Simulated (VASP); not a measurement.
A run of VASP 6.6.1 is set up as follows.

The input INCAR:

```
ALGO = Normal ; EDIFF = 1E-6
ENCUT = 840 ; GGA = PE
GGA_COMPAT = False ; ISIF = 2
ISMEAR = 1 ; LASPH = True
LCHARG = True ; LELF = True
LREAL = False ; LVHAR = True
LWAVE = False ; NBANDS = 15
NELM = 120 ; PREC = Accurate
SIGMA = 0.05
```

File KPOINTS:

```
k-points
0
Gamma
  6 6 6
```

POSCAR

```
MgO
1.0
    2.6233491285      0.0000000000      0.0000000000
    0.0000000000      2.6233491285      0.0000000000
    0.0000000000      0.0000000000      2.6233491285
Mg O
1 1
Direct
    0.0000000000      0.0000000000      0.0000000000
    0.5000000000      0.5000000000      0.5000000000
```

Potentials or basis: VASP PAW PBE potentials, release 64 (Mg_sv, O).

The run is started by

```bash
$ cat potpaw_PBE.64/Mg_sv/POTCAR potpaw_PBE.64/O/POTCAR > POTCAR
$ mpirun -np 1 vasp_std > vasp.out
```

**Question.** Estimate the band gap on the k mesh.

**Answer.** 2.64 eV (least direct gap 3.66 eV).

**Question.** Predict the pressure.

**Answer.** 6.1 GPa.

Caveat: the cell stands under pressure; the structure was generated, so it needn't be the stable form of MgO. A k mesh can miss the band edges.
